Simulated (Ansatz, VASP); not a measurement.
# SnO in VASP and in Ansatz

```xyz
2
Lattice="0.0000 2.7376 2.7376 2.7376 0.0000 2.7376 2.7376 2.7376 0.0000" Properties=species:S:1:pos:R:3 pbc="T T T"
Sn    0.0000    0.0000    0.0000
O     1.3688    1.3688    1.3688
```

Alike in both runs: task single point; functional PBEsol; k mesh 12 × 12 × 12; occupations fermi-dirac, width 0.08 eV; no spin polarisation.

|  | VASP | Ansatz |
| --- | --- | --- |
| version | VASP 6.6.1 | Ansatz 0.2.0 |
| potentials or method | VASP PAW PBE potentials, release 64 (Sn_d, O), cutoff 520 eV | all-electron LAPW, scalar-relativistic |

|  | VASP | Ansatz | Ansatz less VASP |
| --- | --- | --- | --- |
| pressure (GPa) | -3.3 | -3.3 | -0.03 |

VASP's potentials were made for PBE, not for PBEsol. Ansatz ran all-electron here, and VASP with PAW potentials.
